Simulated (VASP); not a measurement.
Crystal: Na2AgBr3.

```
Na Ag Br
1.0
     4.27300    0.00000    0.00000
    -2.13650    3.70053    0.00000
     0.00000    0.00000   10.60299
Na Ag Br
2 1 3
Direct
  0.33333 0.66667 0.82713
  0.66667 0.33333 0.17286
  0.00000 0.00000 0.50000
  0.33333 0.66667 0.34809
  0.66667 0.33333 0.65191
  0.00000 0.00000 0.00000
```

| Item | Value |
| --- | --- |
| Program | VASP 6.6.1 |
| Task | relaxation of cell and atoms |
| Functional | PBEsol |
| Potentials or basis | VASP PAW PBE potentials, release 64 (Na_pv, Ag, Br) |
| Cutoff | 600 eV |
| k mesh | 6 × 6 × 2 |
| Occupations | fermi-dirac, width 0.03 eV |
| Spin | no spin polarisation |

At the start: pressure -2.6 GPa; volume 27.94 Å³/atom.

Problem. Where does the relaxation end?

Solution. Over 9 steps the energy falls by 27.3 meV/atom and the volume is 24.94 Å³/atom (-10.8 %); space group P-3m1 (No. 164, to 0.1 Å) before and after.

The path:
| step | energy change (eV) | largest force (eV/Å) | pressure (GPa) | volume (Å³) |
| --- | --- | --- | --- | --- |
| 1 | 0.0000 | 0.0928 | -2.55 | 167.66 |
| 2 | -0.1291 | 0.0207 | -1.22 | 157.09 |
| 3 | -0.1560 | 0.1114 | -0.08 | 150.76 |
| 4 | -0.1561 | 0.1185 | 0.05 | 150.31 |
| 5 | -0.1589 | 0.0919 | 0.00 | 150.15 |
| 6 | -0.1633 | 0.0193 | 0.01 | 149.69 |
| 7 | -0.1636 | 0.0302 | 0.01 | 149.52 |
| 8 | -0.1638 | 0.0203 | 0.01 | 149.56 |
| 9 | -0.1640 | 0.0037 | -0.01 | 149.63 |

Final structure:
```
Na Ag Br
1.0
     4.16139    0.00000    0.00000
    -2.08070    3.60387    0.00000
     0.00000    0.00000    9.97722
Na Ag Br
2 1 3
Direct
  0.33333 0.66667 0.82722
  0.66667 0.33333 0.17278
  0.00000 0.00000 0.50000
  0.33333 0.66667 0.34598
  0.66667 0.33333 0.65402
  0.00000 0.00000 0.00000
```

Caveat: the PAW data sets were made with another functional, which shifts forces and pressure a little.
